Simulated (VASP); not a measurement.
# Ta4S in VASP: relaxation of the atoms with LDA

Aim: the relaxation of the atoms of Ta4S with LDA.

All numbers are computed with VASP 6.6.1; they aren't measurements. Logs are shortened: lines on timing, memory, paths and dates and some standing lists are left out, and cuts for length are marked.

## 1. The cell of the first run

The cell holds a slab with vacuum, 5 atoms: a = 3.253 Å, b = 3.253 Å, c = 20.213 Å, α = 90.00°, β = 90.00°, γ = 90.00°.

## 2. Relaxation of the atoms, LDA

Input file INCAR:

```
SYSTEM = Ta4S
PREC = Accurate
ENCUT = 520
EDIFF = 1E-6
ISMEAR = 0
SIGMA = 0.1
LREAL = .FALSE.
LASPH = .TRUE.
NELM = 100
ALGO = Normal
ISIF = 2
LWAVE = .FALSE.
LCHARG = .FALSE.
LDIPOL = .TRUE.
IDIPOL = 3
DIPOL = 0.5 0.5 0.349
GGA = CA
IBRION = 2
NSW = 50
EDIFFG = -0.025
```

Input file KPOINTS:

```
regular mesh
0
G
  8 8 1
  0 0 0
```

Input file POSCAR:

```
Ta4S
1.0
    3.2528501163      0.0000000000      0.0000000000
    0.0000000000      3.2528501163      0.0000000000
    0.0000000000      0.0000000000     20.2133955625
Ta S
4 1
Selective dynamics
Direct
    0.5000000000      0.5000000000      0.1978885728  F F F
    0.0000000000      0.0000000000      0.2783513062  F F F
    0.5000000000      0.5000000000      0.3580225063  F F F
    0.0000000000      0.0000000000      0.4310703531  T T T
    0.5000000000      0.5000000000      0.4815319392  F F T
```

Potentials or basis: VASP PAW LDA potentials, release 64 (Ta_pv, S).

Run with:

```console
$ cat potpaw_LDA.64/Ta_pv/POTCAR potpaw_LDA.64/S/POTCAR > POTCAR
$ mpirun -np 1 vasp_std > vasp.out
```

OUTCAR:

```text
SYSTEM = Ta4S
   PREC = Accurate
   ENCUT = 520
   EDIFF = 1E-6
   ISMEAR = 0
   LREAL = .FALSE.
   LASPH = .TRUE.
   NELM = 100
   ISIF = 2
   GGA = CA
   IBRION = 2
   NSW = 50
   EDIFFG = -0.025

 ion  position               nearest neighbor table
   1  0.500  0.500  0.198-   2 2.82   2 2.82   2 2.82   2 2.82   3 3.24
   2  0.000  0.000  0.278-   3 2.81   3 2.81   3 2.81   3 2.81   1 2.82   1 2.82   1 2.82   1 2.82
                             4 3.09
   3  0.500  0.500  0.358-   5 2.50   4 2.73   4 2.73   4 2.73   4 2.73   2 2.81   2 2.81   2 2.81
                             2 2.81   1 3.24
   4  0.000  0.000  0.431-   5 2.52   5 2.52   5 2.52   5 2.52   3 2.73   3 2.73   3 2.73   3 2.73
                             2 3.09
   5  0.500  0.500  0.482-   3 2.50   4 2.52   4 2.52   4 2.52   4 2.52

  LATTYP: Found a simple tetragonal cell.
 ALAT       =     3.2528501163
 C/A-ratio  =     6.2140568547

  Lattice vectors:

 A1 = (   3.2528501163,   0.0000000000,   0.0000000000)
 A2 = (   0.0000000000,   3.2528501163,   0.0000000000)
 A3 = (   0.0000000000,   0.0000000000,  20.2133955625)

Analysis of symmetry for initial positions (statically):
=====================================================================
 Subroutine PRICEL returns:
 Original cell was already a primitive cell.

 Routine SETGRP: Setting up the symmetry group for a
 simple tetragonal supercell.

 Subroutine GETGRP returns: Found  8 space group operations
 (whereof  8 operations were pure point group operations)
 out of a pool of 16 trial point group operations.

The static configuration has the point symmetry C_4v.

Analysis of symmetry for dynamics (positions and initial velocities):
=====================================================================
 Subroutine PRICEL returns:
 Original cell was already a primitive cell.

 Routine SETGRP: Setting up the symmetry group for a
 simple tetragonal supercell.

 Subroutine GETGRP returns: Found  8 space group operations
 (whereof  8 operations were pure point group operations)
 out of a pool of 16 trial point group operations.

The dynamic configuration has the point symmetry C_4v.

Analysis of constrained symmetry for selective dynamics:
=====================================================================
 Subroutine PRICEL returns:
 Original cell was already a primitive cell.

 Routine SETGRP: Setting up the symmetry group for a
 simple tetragonal supercell.

 Subroutine GETGRP returns: Found  8 space group operations
 (whereof  8 operations were pure point group operations)
 out of a pool of 16 trial point group operations.

The constrained configuration has the point symmetry C_4v.

 Subroutine INISYM returns: Found  8 space group operations
 (whereof  8 operations are pure point group operations),
 and found     1 'primitive' translations

----------------------------------------------------------------------------------------

                                     Primitive cell

  volume of cell :     213.8786

  direct lattice vectors                    reciprocal lattice vectors
     3.252850116  0.000000000  0.000000000     0.307422711  0.000000000  0.000000000
     0.000000000  3.252850116  0.000000000     0.000000000  0.307422711  0.000000000
     0.000000000  0.000000000 20.213395563     0.000000000  0.000000000  0.049472143

  length of vectors
     3.252850116  3.252850116 20.213395563     0.307422711  0.307422711  0.049472143

  position of ions in fractional coordinates (direct lattice)
     0.500000000  0.500000000  0.197888573
     0.000000000  0.000000000  0.278351306
     0.500000000  0.500000000  0.358022506
     0.000000000  0.000000000  0.431070353
     0.500000000  0.500000000  0.481531939

  ion indices of the primitive-cell ions
   primitive index   ion index
                 1           1
                 2           2
                 3           3
                 4           4
                 5           5

----------------------------------------------------------------------------------------

 KPOINTS: regular mesh

Automatic generation of k-mesh.
 Grid dimensions read from file:
 generate k-points for:    8    8    1

 Generating k-lattice:

  Cartesian coordinates                     Fractional coordinates (reciprocal lattice)
     0.038427839  0.000000000  0.000000000     0.125000000  0.000000000  0.000000000
     0.000000000  0.038427839  0.000000000     0.000000000  0.125000000  0.000000000
     0.000000000  0.000000000  0.049472143     0.000000000  0.000000000  1.000000000

  Length of vectors
     0.038427839  0.038427839  0.049472143

  Shift w.r.t. Gamma in fractional coordinates (k-lattice)
     0.000000000  0.000000000  0.000000000

 Subroutine IBZKPT returns following result:
 ===========================================

 Found     15 irreducible k-points:

 Following reciprocal coordinates:
            Coordinates               Weight
  0.000000  0.000000  0.000000      1.000000
  0.125000  0.000000  0.000000      4.000000
  0.250000  0.000000  0.000000      4.000000
  0.375000  0.000000  0.000000      4.000000
  0.500000  0.000000  0.000000      2.000000
  0.125000  0.125000  0.000000      4.000000
  0.250000  0.125000  0.000000      8.000000
  0.375000  0.125000  0.000000      8.000000
  0.500000  0.125000  0.000000      4.000000
  0.250000  0.250000  0.000000      4.000000
  0.375000  0.250000  0.000000      8.000000
  0.500000  0.250000  0.000000      4.000000
  0.375000  0.375000  0.000000      4.000000
  0.500000  0.375000  0.000000      4.000000
  0.500000  0.500000  0.000000      1.000000
   k-points           NKPTS =     15   k-points in BZ     NKDIM =     15   number of bands    NBANDS=     30
   number of dos      NEDOS =    301   number of ions     NIONS =      5
   total plane-waves  NPLWV =  86400
   dimension x,y,z NGX =    24 NGY =   24 NGZ =  150
   dimension x,y,z NGXF=    48 NGYF=   48 NGZF=  300
   ions per type =               4   1
   NGX,Y,Z   is equivalent  to a cutoff of  12.27, 12.27, 12.34 a.u.
   NGXF,Y,Z  is equivalent  to a cutoff of  24.53, 24.53, 24.67 a.u.
 SYSTEM =  Ta4S
   PREC   = accura    normal or accurate (medium, high low for compatibility)
   ISTART =      0    job   : 0-new  1-cont  2-samecut
   ICHARG =      2    charge: 1-file 2-atom 10-const
   ISPIN  =      1    spin polarized calculation?
   LNONCOLLINEAR =      F non collinear calculations
   LSORBIT =      F    spin-orbit coupling
   LASPH  =      T    aspherical Exc in radial PAW
   ENCUT  =  520.0 eV  38.22 Ry    6.18 a.u.   6.05  6.05 37.58*2*pi/ulx,y,z
   NELM   =    100;   NELMIN=  2; NELMDL= -5     # of ELM steps
   EDIFF  = 0.1E-05   stopping-criterion for ELM
   LREAL  =      F    real-space projection
   EDIFFG = -.3E-01   stopping-criterion for IOM
   NSW    =     50    number of steps for IOM
   IBRION =      2    ionic relax: 0-MD 1-quasi-New 2-CG
   NFREE  =      1    steps in history (QN), initial steepest desc. (CG)
   ISIF   =      2    stress and relaxation
   ISYM   =      2    0-nonsym 1-usesym 2-fastsym
   POTIM  = 0.5000    time-step for ionic-motion
   TEBEG  =    0.0;   TEEND  =   0.0 temperature during run
   PSTRESS=    0.0 pullay stress
   NELECT =      50.0000    total number of electrons
   NUPDOWN=      -1.0000    fix difference up-down
   EMIN   =  10.00;   EMAX   =-10.00  energy-range for DOS
   EFERMI =   0.00;   METHOD = LEGACY
   ISMEAR =     0;   SIGMA  =   0.10  broadening in eV -4-tet -1-fermi 0-gaus
   EFERMI_NEDOS =   21; number of points for ismear=-14 and -15
   IALGO  =     38    algorithm
   IMIX   =      4    mixing-type and parameters
     AMIX     =   0.40;   BMIX     =  1.00
     AMIX_MAG =   1.60;   BMIX_MAG =  1.00
  volume/ion in A,a.u.               =      42.78       288.66
  Fermi-wavevector in a.u.,A,eV,Ry     =   1.008500  1.905788 13.838096  1.017071
  Thomas-Fermi vector in A             =   2.141370
   LORBIT       =      0    0 simple, 1 ext, 2 COOP (PROOUT), +10 PAW based schemes
   GGA     = CA    functional components
   LHFCALC =     F    Hartree Fock is set to
   AEXX    =    0.0000 exact exchange contribution
   IVDW    =     0    specifies the selected vdW correction
   LEPSILON=     F    determine dielectric tensor
   LRPA    =     F    only Hartree local field effects (RPA)
 conjugate gradient relaxation of ions
 non-spin polarized calculation
 Gauss-broadening in eV      SIGMA  =   0.10
  energy-cutoff  :      520.00
  volume of cell :      213.88
 maximum number of plane-waves:      5812
   NGX = 13   NGY = 13   NGZ = 75

--------------------------------------- Ionic step        1  -------------------------------------------

 number of electron      50.0000009 magnetization

 Free energy of the ion-electron system (eV)
  ---------------------------------------------------
  ext. energy  EPLUGINS =         0.00000000
  ---------------------------------------------------
  free energy    TOTEN  =       -55.44659045 eV

  energy without entropy =      -55.43570902  energy(sigma->0) =      -55.44114974

------------------------ aborting loop because EDIFF is reached ----------------------------------------

  FORCE on cell =-STRESS in cart. coord.  units (eV):
  Direction    XX          YY          ZZ          XY          YZ          ZX
  --------------------------------------------------------------------------------------
  -------------------------------------------------------------------------------------
  Total       -0.4152436     -0.4152436      3.5330101      0.0000000      0.0000000      0.0000000
  in kB       -3.1106141     -3.1106141     26.4659864      0.0000000      0.0000000      0.0000000
  external PRESSURE =       6.7482527 kB  Pullay stress =       0.0000000 kB
[... 59 lines left out ...]
  FREE ENERGIE OF THE ION-ELECTRON SYSTEM (eV)
  ---------------------------------------------------
  free  energy   TOTEN  =       -55.6298949117 eV

  energy  without entropy=      -55.6136605831  energy(sigma->0) =      -55.62177775

 dipolmoment           0.000000      0.000000      0.013862 electrons x Angstroem

--------------------------------------- Ionic step        3  -------------------------------------------

 number of electron      50.0000008 magnetization

------------------------ aborting loop because EDIFF is reached ----------------------------------------
[... 75 lines left out ...]
 number of electron      50.0000009 magnetization

------------------------ aborting loop because EDIFF is reached ----------------------------------------

 vacuum level on the upper side and lower side of the slab       (xc-potential included)        -0.133         0.117

  FORCE on cell =-STRESS in cart. coord.  units (eV):
  Direction    XX          YY          ZZ          XY          YZ          ZX
  --------------------------------------------------------------------------------------
  -------------------------------------------------------------------------------------
  Total       -2.6350139     -2.6350139     -2.3199573      0.0000000      0.0000000      0.0000000
  in kB      -19.7390437    -19.7390437    -17.3789364      0.0000000      0.0000000      0.0000000
  external PRESSURE =     -18.9523412 kB  Pullay stress =       0.0000000 kB
[... 104 lines left out ...]
--------------------------------------- Ionic step        8  -------------------------------------------

 number of electron      50.0000007 magnetization

 dipolmoment           0.000000      0.000000     -0.012893 electrons x Angstroem

 Free energy of the ion-electron system (eV)
  ---------------------------------------------------
  ext. energy  EPLUGINS =         0.00000000
  ---------------------------------------------------
  free energy    TOTEN  =       -55.72909343 eV

  energy without entropy =      -55.71019201  energy(sigma->0) =      -55.71964272

 E-fermi :   0.2694     XC(G=0):  -5.9520

 val. band max:        0.1363402249   @ k =   0.1250   0.1250   0.0000
 cond. band min:       0.2794841050   @ k =   0.2500   0.0000   0.0000
 fundamental gap:      0.1431438801
 Fermi energy:         0.2694144554

 k-point     1 :       0.0000    0.0000    0.0000
  band No.  band energies     occupation
      1     -34.4603      2.00000
      2     -34.4603      2.00000
      3     -34.4384      2.00000
      4     -34.3688      2.00000
      5     -34.2333      2.00000
      6     -34.2333      2.00000
[... 484 lines left out ...]
     29       2.7670      0.00000
     30       3.7149      0.00000

------------------------ aborting loop because EDIFF is reached ----------------------------------------

 vacuum level on the upper side and lower side of the slab       (xc-potential included)        -0.272        -0.094

  FORCE on cell =-STRESS in cart. coord.  units (eV):
  Direction    XX          YY          ZZ          XY          YZ          ZX
  --------------------------------------------------------------------------------------
  -------------------------------------------------------------------------------------
  Total       -3.0427108     -3.0427108     -2.9928501      0.0000000      0.0000000     -0.0000000
  in kB      -22.7931251    -22.7931251    -22.4196162      0.0000000      0.0000000     -0.0000000
  external PRESSURE =     -22.6686221 kB  Pullay stress =       0.0000000 kB
[... 20 lines left out ...]
  FREE ENERGIE OF THE ION-ELECTRON SYSTEM (eV)
  ---------------------------------------------------
  free  energy   TOTEN  =       -55.7290934338 eV

  energy  without entropy=      -55.7101920105  energy(sigma->0) =      -55.71964272

 reached required accuracy - stopping structural energy minimisation

 vacuum level on the upper side and lower side of the slab         4.198         4.384
```

Run time: 9.1 min. Hardware: 1 thread of Oxide Virtual Turin-like, shared host; peak memory 0.23 GiB.

Results:

```
Free energy               : -55.7291 eV
Energy gained by relaxing : 56.5 meV/atom
Ionic steps               : 8
Band gap on the k mesh    : zero (bands 25 and 26 overlap by 0.04 eV)
```

Step by step:
```tsv
step	energy change (eV)	largest force on free atoms (eV/Å)	pressure (GPa)
1	0.0000	1.9367	0.67
2	-0.1833	0.9276	-0.51
3	-0.2655	0.5388	-2.22
4	-0.2711	0.4261	-1.94
5	-0.2712	0.4345	-1.90
6	-0.2813	0.1431	-2.13
7	-0.2824	0.0392	-2.24
8	-0.2825	0.0207	-2.27
```

Final structure:
```
Ta S
1.0
     3.25285    0.00000    0.00000
     0.00000    3.25285    0.00000
     0.00000    0.00000   20.21340
Ta S
4 1
Direct
  0.50000 0.50000 0.19789
  0.00000 0.00000 0.27835
  0.50000 0.50000 0.35802
  0.00000 0.00000 0.44159
  0.50000 0.50000 0.49029
```

Caveat: spin-orbit coupling is left out, which moves the levels of the heavy elements.
